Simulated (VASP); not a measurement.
Wanted: the native input for a VASP 6.6.1 run.

```yaml
Task: single point
Functional: PBE
Potentials_or_basis: VASP PAW PBE potentials, release 64 (Mo_sv)
Cutoff: 500 eV
k_mesh: 10 × 10 × 10
Occupations: methfessel-paxton, width 0.02 eV
Spin: no spin polarisation
Dipole_correction: no
Further_INCAR_settings: ALGO = Normal; EDIFF = 1e-06; NBANDS = 13
```

The structure of Mo lies in POSCAR:

```
Mo
1.0
   -1.5302858480      1.5302858480      1.5302858480
    1.5302858480     -1.5302858480      1.5302858480
    1.5302858480      1.5302858480     -1.5302858480
Mo
1
Direct
    0.0000000000      0.0000000000      0.0000000000
```

One way to write it, as run:

INCAR

```
ALGO = Normal
EDIFF = 1E-6
ENCUT = 500
GGA = PE
GGA_COMPAT = F
ISIF = 2
ISMEAR = 1
LASPH = T
LCHARG = T
LELF = T
LREAL = F
LVHAR = T
LWAVE = F
NBANDS = 13
NELM = 120
PREC = Accurate
SIGMA = 0.02
```

KPOINTS

```
k-points
0
Gamma
  10 10 10
```

Potentials or basis: VASP PAW PBE potentials, release 64 (Mo_sv).

Run with:

```sh
$ cat potpaw_PBE.64/Mo_sv/POTCAR > POTCAR
$ mpirun -np 1 vasp_std > vasp.out
```

Results of the run:

```yaml
Pressure: 30.2 GPa
Band_gap_on_the_k_mesh: zero (band 7 reaches 18.57 eV, above the bottom of band 8 at 12.52 eV)
```

Run time: 9.9 s on 1 thread of AMD EPYC 7R13, with other jobs on the host, peak memory 0.1 GiB.
